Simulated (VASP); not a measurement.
# TaN (I4/mmm) in VASP: notebook

Runs on TaN. Level: PBEsol. Tasks: single point.

All numbers are computed with VASP 6.6.1; they aren't measurements. Logs are shortened: lines on timing, memory, paths and dates and some standing lists are left out, and cuts for length are marked.

## 1. The cell of the first run

The structure is tetragonal, space group I4/mmm (No. 139). Conventional cell: a = 3.236 Å, b = 3.236 Å, c = 4.249 Å, α = 90.00°, β = 90.00°, γ = 90.00°. Within 2.8 Å of Ta (site symmetry 4/mmm) lie 6 N at 2.12 to 2.29 Å. Within 2.8 Å of N (site symmetry 4/mmm) lie 6 Ta at 2.12 to 2.29 Å.

## 2. Single point, PBEsol (strain +0.050 along x and y, -0.025 along z)

INCAR reads:

```
SYSTEM = TaN
PREC = Accurate
ENCUT = 520
EDIFF = 1E-6
ISMEAR = 0
SIGMA = 0.15
LREAL = .False.
LASPH = .True.
NELM = 60
ALGO = Normal
ISIF = 2
LWAVE = .False.
LCHARG = .False.
GGA = PS
NBANDS = 15
```

KPOINTS reads:

```
regular mesh
0
Gamma
  18 18 18
  0 0 0
```

POSCAR reads:

```
TaN
1.0
    0.0000000000      2.2879500000      2.1245250000
    2.2879500000      0.0000000000      2.1245250000
    2.2879500000      2.2879500000      0.0000000000
Ta N
1 1
Direct
    0.5000000000      0.5000000000      0.5000000000
    0.0000000000      0.0000000000      0.0000000000
```

Potentials or basis: VASP PAW PBE potentials, release 64 (Ta_pv, N).

The run is started by

```
cat potpaw_PBE.64/Ta_pv/POTCAR potpaw_PBE.64/N/POTCAR > POTCAR
mpirun -np 1 vasp_std > vasp.out
```

OUTCAR:

```text
SYSTEM = TaN
   PREC = Accurate
   ENCUT = 520
   EDIFF = 1E-6
   ISMEAR = 0
   LREAL = .False.
   LASPH = .True.
   NELM = 60
   ISIF = 2
   GGA = PS

 ion  position               nearest neighbor table
   1  0.500  0.500  0.500-   2 2.12   2 2.12   2 2.29   2 2.29   2 2.29   2 2.29
   2  0.000  0.000  0.000-   1 2.12   1 2.12   1 2.29   1 2.29   1 2.29   1 2.29

  LATTYP: Found a body centered tetragonal cell.
 ALAT       =     3.2356499200
 C/A-ratio  =     1.3131983079

  Lattice vectors:

 A1 = (   0.0000000000,  -2.2879500000,  -2.1245250000)
 A2 = (   0.0000000000,   2.2879500000,  -2.1245250000)
 A3 = (   2.2879500000,   0.0000000000,   2.1245250000)

Analysis of symmetry for initial positions (statically):
=====================================================================
 Subroutine PRICEL returns:
 Original cell was already a primitive cell.

 Routine SETGRP: Setting up the symmetry group for a
 body centered tetragonal supercell.

 Subroutine GETGRP returns: Found 16 space group operations
 (whereof 16 operations were pure point group operations)
 out of a pool of 16 trial point group operations.

The static configuration has the point symmetry D_4h.

Analysis of symmetry for dynamics (positions and initial velocities):
=====================================================================
 Subroutine PRICEL returns:
 Original cell was already a primitive cell.

 Routine SETGRP: Setting up the symmetry group for a
 body centered tetragonal supercell.

 Subroutine GETGRP returns: Found 16 space group operations
 (whereof 16 operations were pure point group operations)
 out of a pool of 16 trial point group operations.

The dynamic configuration has the point symmetry D_4h.

 Subroutine INISYM returns: Found 16 space group operations
 (whereof 16 operations are pure point group operations),
 and found     1 'primitive' translations

----------------------------------------------------------------------------------------

                                     Primitive cell

  volume of cell :      22.2426

  direct lattice vectors                    reciprocal lattice vectors
     0.000000000  2.287950000  2.124525000    -0.218536244  0.218536244  0.235346725
     2.287950000  0.000000000  2.124525000     0.218536244 -0.218536244  0.235346725
     2.287950000  2.287950000  0.000000000     0.218536244  0.218536244 -0.235346725

  length of vectors
     3.122230241  3.122230241  3.235649920     0.388463976  0.388463976  0.388463976

  position of ions in fractional coordinates (direct lattice)
     0.500000000  0.500000000  0.500000000
     0.000000000  0.000000000  0.000000000

  ion indices of the primitive-cell ions
   primitive index   ion index
                 1           1
                 2           2

----------------------------------------------------------------------------------------

 KPOINTS: regular mesh

Automatic generation of k-mesh.
 Grid dimensions read from file:
 generate k-points for:   18   18   18

 Generating k-lattice:

  Cartesian coordinates                     Fractional coordinates (reciprocal lattice)
    -0.012140902  0.012140902  0.013074818     0.055555556  0.000000000  0.000000000
     0.012140902 -0.012140902  0.013074818     0.000000000  0.055555556  0.000000000
     0.012140902  0.012140902 -0.013074818     0.000000000  0.000000000  0.055555556

  Length of vectors
     0.021581332  0.021581332  0.021581332

  Shift w.r.t. Gamma in fractional coordinates (k-lattice)
     0.000000000  0.000000000  0.000000000

 Subroutine IBZKPT returns following result:
 ===========================================

 Found    480 irreducible k-points:

 Following reciprocal coordinates:
            Coordinates               Weight
  0.000000  0.000000  0.000000      1.000000
  0.055556  0.000000  0.000000      8.000000
  0.111111  0.000000  0.000000      8.000000
  0.166667  0.000000  0.000000      8.000000
  0.222222  0.000000  0.000000      8.000000
  0.277778  0.000000  0.000000      8.000000
[... 16 lines left out ...]
 -0.277778  0.055556  0.000000      8.000000
 -0.222222  0.055556  0.000000      8.000000
 [... further k-points ...]
   k-points           NKPTS =    480   k-points in BZ     NKDIM =    480   number of bands    NBANDS=     15
   number of dos      NEDOS =    301   number of ions     NIONS =      2
   total plane-waves  NPLWV =  13824
   dimension x,y,z NGX =    24 NGY =   24 NGZ =   24
   dimension x,y,z NGXF=    48 NGYF=   48 NGZF=   48
   ions per type =               1   1
   NGX,Y,Z   is equivalent  to a cutoff of  12.78, 12.78, 12.33 a.u.
   NGXF,Y,Z  is equivalent  to a cutoff of  25.56, 25.56, 24.66 a.u.
 SYSTEM =  TaN
   PREC   = accura    normal or accurate (medium, high low for compatibility)
   ISTART =      0    job   : 0-new  1-cont  2-samecut
   ICHARG =      2    charge: 1-file 2-atom 10-const
   ISPIN  =      1    spin polarized calculation?
[... 64 lines left out ...]
      3     -26.8750      2.00000
      4      -9.5936      2.00000
      5       5.0974      2.00000
      6       5.0974      2.00000
      7       5.4151      2.00000
      8       6.6271      2.00000
      9       6.6271      2.00000
     10       7.4557      2.00000
     11       8.3091      2.00000
     12       8.3999      1.99998
     13      11.2358      0.00000
     14      18.2922      0.00000
     15      21.1736      0.00000

 k-point     2 :       0.0556    0.0000    0.0000
  band No.  band energies     occupation
      1     -26.9217      2.00000
      2     -26.9072      2.00000
      3     -26.8819      2.00000
      4      -9.5230      2.00000
      5       4.7068      2.00000
      6       4.8141      2.00000
      7       5.1172      2.00000
      8       6.7844      2.00000
      9       6.8270      2.00000
     10       7.5325      2.00000
     11       8.6329      1.95665
     12       8.6872      1.86851
     13      11.4806      0.00000
     14      18.5131      0.00000
     15      21.1734      0.00000

 k-point     3 :       0.1111    0.0000    0.0000
  band No.  band energies     occupation
      1     -26.9857      2.00000
      2     -26.9172      2.00000
      3     -26.8884      2.00000
      4      -9.3167      2.00000
      5       3.8648      2.00000
      6       4.2256      2.00000
      7       4.5027      2.00000
      8       7.1257      2.00000
      9       7.1670      2.00000
     10       7.6938      2.00000
     11       9.4110      0.00000
     12       9.4186      0.00000
     13      12.1268      0.00000
     14      19.1319      0.00000
     15      21.1729      0.00000

 k-point     4 :       0.1667    0.0000    0.0000
  band No.  band energies     occupation
      1     -27.0868      2.00000
      2     -26.9323      2.00000
      3     -26.8937      2.00000
      4      -8.9916      2.00000
      5       2.8934      2.00000
      6       3.5886      2.00000
      7       3.8169      2.00000
      8       7.5312      2.00000
      9       7.5883      2.00000
     10       7.9444      2.00000
     11      10.3551      0.00000
     12      10.3895      0.00000
     13      12.9998      0.00000
     14      19.9978      0.00000
     15      21.1719      0.00000
[... 307 lines left out ...]
 k-point    22 :      -0.3333    0.0556    0.0000
  band No.  band energies     occupation
      1     -27.4706      2.00000
      2     -26.9886      2.00000
      3     -26.9377      2.00000
      4      -7.5553      2.00000
      5      -0.0244      2.00000
      6       1.9416      2.00000
      7       2.3086      2.00000
      8       8.9024      0.60240
      9       9.4260      0.00000
     10      10.0493      0.00000
     11      13.4607      0.00000
     12      14.1262      0.00000
     13      14.8549      0.00000
     14      19.8233      0.00000
     15      21.1969      0.00000

 k-point    23 :      -0.2778    0.0556    0.0000
  band No.  band energies     occupation
      1     -27.3606      2.00000
      2     -26.9691      2.00000
      3     -26.9340      2.00000
      4      -8.0171      2.00000
      5       0.7041      2.00000
      6       2.2823      2.00000
      7       2.7870      2.00000
      8       8.3033      2.00000
      9       8.6820      1.88051
     10       9.6041      0.00000
     11      12.9355      0.00000
     12      13.2478      0.00000
     13      14.0887      0.00000
     14      20.4549      0.00000
     15      21.2011      0.00000

 k-point    24 :      -0.2222    0.0556    0.0000
  band No.  band energies     occupation
      1     -27.2380      2.00000
      2     -26.9491      2.00000
      3     -26.9277      2.00000
      4      -8.4760      2.00000
      5       1.5302      2.00000
      6       2.7278      2.00000
      7       3.3504      2.00000
      8       7.8414      2.00000
      9       7.9997      2.00000
     10       9.1056      0.01485
     11      12.0490      0.00000
     12      12.2546      0.00000
     13      13.2825      0.00000
     14      20.8945      0.00000
     15      21.1926      0.00000

 [... further k-points ...]

------------------------ aborting loop because EDIFF is reached ----------------------------------------

  FORCE on cell =-STRESS in cart. coord.  units (eV):
  Direction    XX          YY          ZZ          XY          YZ          ZX
  --------------------------------------------------------------------------------------
  -------------------------------------------------------------------------------------
  Total       -3.6366008     -3.6366008      1.6060079      0.0000000     -0.0000000      0.0000000
  in kB     -261.9517523   -261.9517523    115.6840193      0.0000000     -0.0000000      0.0000000
  external PRESSURE =    -136.0731618 kB  Pullay stress =       0.0000000 kB

 VOLUME and BASIS-vectors are now :
 -----------------------------------------------------------------------------
  energy-cutoff  :      520.00
  volume of cell :       22.24
      direct lattice vectors                 reciprocal lattice vectors
     0.000000000  2.287950000  2.124525000    -0.218536244  0.218536244  0.235346725
     2.287950000  0.000000000  2.124525000     0.218536244 -0.218536244  0.235346725
     2.287950000  2.287950000  0.000000000     0.218536244  0.218536244 -0.235346725

 POSITION                                       TOTAL-FORCE (eV/Angst)
 -----------------------------------------------------------------------------------
      2.28795      2.28795      2.12453         0.000000      0.000000      0.000000
      0.00000      0.00000      0.00000         0.000000     -0.000000      0.000000
 -----------------------------------------------------------------------------------
    total drift:                                0.000000     -0.000000      0.000000

  FREE ENERGIE OF THE ION-ELECTRON SYSTEM (eV)
  ---------------------------------------------------
  free  energy   TOTEN  =       -23.0164499306 eV

  energy  without entropy=      -23.0060986079  energy(sigma->0) =      -23.01127427
```

Wall time 59 s (1 thread of AMD EPYC 9R45 (Zen 5), shared host); peak memory 0.24 GiB.

What came out:

```
Free energy            : -23.0164 eV
Pressure               : -13.6 GPa
Band gap on the k mesh : zero (band 8 reaches 10.41 eV, above the bottom of band 9 at 6.63 eV)
```

Stress tensor (GPa, compression positive):
```
-26.20   0.00   0.00
  0.00 -26.20   0.00
  0.00   0.00  11.57
```

Caveat: the cell differs from its parent crystal (strain +0.050 along x and y, -0.025 along z); the PAW data sets were made with another functional, which shifts forces and pressure a little; spin-orbit coupling is left out, which moves the levels of the heavy elements.

## 3. Single point, PBEsol (strain +0.050 along x and y, +0.000 along z)

INCAR reads:

```
PREC = Accurate ; ENCUT = 520
EDIFF = 1E-7 ; ISMEAR = 0
SIGMA = 0.15 ; LREAL = False
LASPH = True ; NELM = 60
ALGO = Normal ; ISIF = 2
LWAVE = False ; LCHARG = False
GGA = PS ; NBANDS = 15
```

KPOINTS reads:

```
Automatic mesh
0
Gamma
  18 18 18
```

POSCAR reads:

```
TaN
1.0
    0.0000000000      2.2879500000      2.1790000000
    2.2879500000      0.0000000000      2.1790000000
    2.2879500000      2.2879500000      0.0000000000
Ta N
1 1
Direct
    0.5000000000      0.5000000000      0.5000000000
    0.0000000000      0.0000000000      0.0000000000
```

Potentials or basis: VASP PAW PBE potentials, release 64 (Ta_pv, N).

The run is started by

```
cat potpaw_PBE.64/Ta_pv/POTCAR potpaw_PBE.64/N/POTCAR > POTCAR
mpirun -np 1 vasp_std > vasp.out
```

Run time: 64 s. Hardware: 1 thread of AMD EPYC 9R45 (Zen 5), shared host; peak memory 0.25 GiB.

Results (log left out):

| Item | Value |
| --- | --- |
| Free energy | -23.0208 eV |
| Pressure | -22.8 GPa |
| Band gap on the k mesh | zero (band 8 reaches 10.08 eV, above the bottom of band 9 at 6.49 eV) |

Stress tensor (GPa, compression positive):
```
-29.99   0.00   0.00
  0.00 -29.99   0.00
  0.00   0.00  -8.51
```

Levels at points of the mesh, in eV from the Fermi level:
| k point | band 5 | band 6 | band 7 | band 8 | band 9 | band 10 | band 11 | band 12 |
| --- | --- | --- | --- | --- | --- | --- | --- | --- |
| (0.00, 0.00, 0.00) | -3.64 | -3.64 | -3.46 | -2.09 | -2.09 | -1.55 | -0.29 | -0.26 |
| (0.50, 0.00, 0.00) | -9.82 | -7.09 | -7.09 | 1.50 | 1.91 | 1.92 | 3.57 | 6.31 |
| (0.50, 0.50, 0.00) | -6.13 | -5.07 | -4.58 | -4.58 | 1.93 | 3.20 | 3.20 | 3.92 |
| (0.50, 0.00, 0.50) | -6.59 | -4.97 | -4.41 | -4.27 | 1.71 | 2.91 | 3.44 | 4.00 |

Caveat: the cell differs from its parent crystal (strain +0.050 along x and y, +0.000 along z); the PAW data sets were made with another functional, which shifts forces and pressure a little; spin-orbit coupling is left out, which moves the levels of the heavy elements.

## 4. Single point, PBEsol (strain +0.025 along x and y, -0.050 along z)

INCAR reads:

```
SYSTEM = TaN
PREC = Accurate
ENCUT = 600
EDIFF = 1E-6
ISMEAR = 0
SIGMA = 0.15
LREAL = .False.
LASPH = .True.
NELM = 120
ALGO = Normal
ISIF = 2
LWAVE = .False.
LCHARG = .False.
GGA = PS
NBANDS = 16
GGA_COMPAT = .False.
```

KPOINTS reads:

```
Automatic mesh
0
Gamma
  18 18 18
  0 0 0
```

POSCAR reads:

```
TaN
1.0
    0.0000000000      2.2334750000      2.0700500000
    2.2334750000      0.0000000000      2.0700500000
    2.2334750000      2.2334750000      0.0000000000
Ta N
1 1
Direct
    0.5000000000      0.5000000000      0.5000000000
    0.0000000000      0.0000000000      0.0000000000
```

Potentials or basis: VASP PAW PBE potentials, release 64 (Ta_sv_GW, N).

The run is started by

```
cat potpaw_PBE.64/Ta_sv_GW/POTCAR potpaw_PBE.64/N/POTCAR > POTCAR
mpirun -np 1 vasp_std > vasp.out
```

Run time: 2 min. Hardware: 1 thread of Intel Xeon 6975P-C (Granite Rapids), shared host; peak memory 0.33 GiB.

The run converged. Its results:

| Quantity | Value |
| --- | --- |
| Free energy | -25.5735 eV |
| Pressure | 10.8 GPa |
| Band gap on the k mesh | zero (band 9 reaches 15.82 eV, above the bottom of band 10 at 11.62 eV) |

Stress tensor (GPa, compression positive):
```
-8.38  0.00  0.00
 0.00 -8.38  0.00
 0.00  0.00 49.12
```

Levels at points of the mesh, in eV from the Fermi level:
```
           k point  band 7  band 8  band 9  band 10  band 11  band 12
(0.00, 0.00, 0.00)   -4.01   -3.57   -2.46    -2.46    -1.53    -0.49
(0.50, 0.00, 0.00)   -7.87   -7.85    1.64     2.36     2.43     3.81
(0.50, 0.50, 0.00)   -5.78   -4.94   -4.94     2.31     3.73     3.73
(0.50, 0.00, 0.50)   -5.59   -4.71   -4.29     1.81     3.26     4.17
```

Caveat: the cell differs from its parent crystal (strain +0.025 along x and y, -0.050 along z); the PAW data sets were made with another functional, which shifts forces and pressure a little; spin-orbit coupling is left out, which moves the levels of the heavy elements.

## 5. Single point, PBEsol (strain +0.025 along x and y, -0.025 along z)

INCAR reads:

```
PREC = Accurate ; ENCUT = 600
EDIFF = 1E-6 ; ISMEAR = 0
SIGMA = 0.15 ; LREAL = False
LASPH = True ; NELM = 120
ALGO = Normal ; ISIF = 2
LWAVE = False ; LCHARG = False
GGA = PS ; NBANDS = 16
GGA_COMPAT = False
```

KPOINTS reads:

```
regular mesh
0
Gamma
  18 18 18
```

POSCAR reads:

```
TaN
1.0
    0.0000000000      2.2334750000      2.1245250000
    2.2334750000      0.0000000000      2.1245250000
    2.2334750000      2.2334750000      0.0000000000
Ta N
1 1
Direct
    0.5000000000      0.5000000000      0.5000000000
    0.0000000000      0.0000000000      0.0000000000
```

The run is started by

```
cat potpaw_PBE.64/Ta_sv_GW/POTCAR potpaw_PBE.64/N/POTCAR > POTCAR
mpirun -np 1 vasp_std > vasp.out
```

Wall time 4.6 min (1 thread of Intel Xeon Platinum 8259CL at 2.50GHz (Skylake/Cascade Lake), shared host); peak memory 0.35 GiB.

The run converged. Its results:

```
Free energy            : -25.6901 eV
Pressure               : -2.0 GPa
Band gap on the k mesh : zero (band 9 reaches 15.37 eV, above the bottom of band 10 at 11.38 eV)
```

Stress tensor (GPa, compression positive):
```
-12.99   0.00   0.00
  0.00 -12.99   0.00
  0.00   0.00  20.13
```

Levels at points of the mesh, in eV from the Fermi level:
| k point | band 7 | band 8 | band 9 | band 10 | band 11 | band 12 |
| --- | --- | --- | --- | --- | --- | --- |
| (0.00, 0.00, 0.00) | -3.88 | -3.63 | -2.31 | -2.31 | -1.71 | -0.31 |
| (0.50, 0.00, 0.00) | -7.64 | -7.63 | 1.69 | 2.14 | 2.17 | 3.76 |
| (0.50, 0.50, 0.00) | -5.57 | -4.78 | -4.78 | 2.17 | 3.59 | 3.59 |
| (0.50, 0.00, 0.50) | -5.46 | -4.63 | -4.40 | 1.93 | 3.28 | 3.88 |

Caveat: the cell differs from its parent crystal (strain +0.025 along x and y, -0.025 along z); the PAW data sets were made with another functional, which shifts forces and pressure a little; spin-orbit coupling is left out, which moves the levels of the heavy elements.

## 6. The runs side by side

```csv
potentials or basis,cell,cutoff (eV),second run,gap on the mesh (eV),pressure (GPa)
"VASP PAW PBE potentials, release 64 (Ta_pv, N)","a = 3.122, b = 3.122, c = 3.236 Å, angles 58.8, 58.8, 62.4°, 2 atoms",520,-,none,-13.6
"VASP PAW PBE potentials, release 64 (Ta_pv, N)","a = 3.160, b = 3.160, c = 3.236 Å, angles 59.2, 59.2, 61.6°, 2 atoms",520,-,none,-22.8
"VASP PAW PBE potentials, release 64 (Ta_sv_GW, N)","a = 3.045, b = 3.045, c = 3.159 Å, angles 58.8, 58.8, 62.5°, 2 atoms",600,valence_matched,none,10.8
"VASP PAW PBE potentials, release 64 (Ta_sv_GW, N)","a = 3.083, b = 3.083, c = 3.159 Å, angles 59.2, 59.2, 61.6°, 2 atoms",600,valence_matched,none,-2.0
```

Alike in all rows: task single point; level PBEsol; no spin polarisation; k mesh 18 × 18 × 18; smearing gaussian 0.15 eV.

Caveats: the PAW data sets were made with another functional, which shifts forces and pressure a little; spin-orbit coupling is left out, which moves the levels of the heavy elements.

Total energies depend on the potentials used, so only differences within one code and one set of settings carry meaning.
